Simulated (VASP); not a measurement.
Here is a VASP 6.6.1 calculation.

INCAR

```
PREC = Accurate ; ENCUT = 520
EDIFF = 1E-6 ; ISMEAR = 0
SIGMA = 0.05 ; LREAL = False
LASPH = True ; NELM = 100
ALGO = Fast ; ISIF = 2
LWAVE = False ; LCHARG = False
GGA = CA ; NBANDS = 16
```

KPOINTS

```
regular mesh
0
Gamma
  8 8 8
```

Contents of POSCAR:

```
BaOs
1.0
    3.7279657443      0.0000000000      0.0000000000
    0.0000000000      3.7279657443      0.0000000000
    0.0000000000      0.0000000000      3.7279657443
Ba Os
1 1
Direct
    0.0000000000      0.0000000000      0.0000000000
    0.5000000000      0.5000000000      0.5000000000
```

Potentials or basis: VASP PAW LDA potentials, release 64 (Ba_sv, Os).

The run is started by

```bash
$ cat potpaw_LDA.64/Ba_sv/POTCAR potpaw_LDA.64/Os/POTCAR > POTCAR
$ mpirun -np 1 vasp_std > vasp.out
```

Problem. Estimate the pressure.

Solution. -4.2 GPa.

Problem. Predict the band gap on the k mesh.

Solution. Zero (bands 9 and 10 overlap by 1.12 eV).

Caveat: the cell stands under tension; spin-orbit coupling is left out, which moves the levels of the heavy elements.
